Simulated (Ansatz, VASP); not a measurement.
# MgO2: VASP beside Ansatz

```xyz
3
Lattice="1.6048 0.9265 3.4940 -1.6048 0.9265 3.4940 0.0000 -1.8530 3.4940" Properties=species:S:1:pos:R:3 pbc="T T T"
Mg    0.0000    0.0000    0.0000
O     0.0000    0.0000    4.6945
O     0.0000    0.0000    5.7874
```

Change from the starting cell: mode 9 (885.4 1/cm) frozen in, largest displacement +0.200 Å.

Alike in both runs: task single point; functional PBEsol; k mesh 12 × 12 × 12; occupations gaussian, width 0.05 eV; no spin polarisation.

```csv
,VASP,Ansatz
version,VASP 6.6.1,Ansatz 0.2.0
potentials or method,"VASP PAW PBE potentials, release 64 (Mg, O), cutoff 520 eV","scalar-relativistic, plane waves, PAW"
valence electrons in the cell,14,22
```

VASP gave:

- gap on the k mesh at the Fermi level (eV): 1.71
- least direct gap on the mesh (eV): 1.87
- rms of the force components (eV/Å): 16.306

**Question.** Estimate Ansatz's values.

**Answer.** gap on the k mesh at the Fermi level (eV): 1.70; least direct gap on the mesh (eV): 1.86; rms of the force components (eV/Å): 14.428.

VASP's potentials were made for PBE, not for PBEsol. Atom by atom the forces differ by 1.878 eV/Å (rms over components). With one functional, cell and mesh, what is left measures potentials, basis and numerics. VASP's potentials hold 14 valence electrons a cell and Ansatz's 22, so a difference there can come from the potentials and not from the codes.

Noted on VASP's run: the standard files for N, O and F lose accuracy on very short bonds.
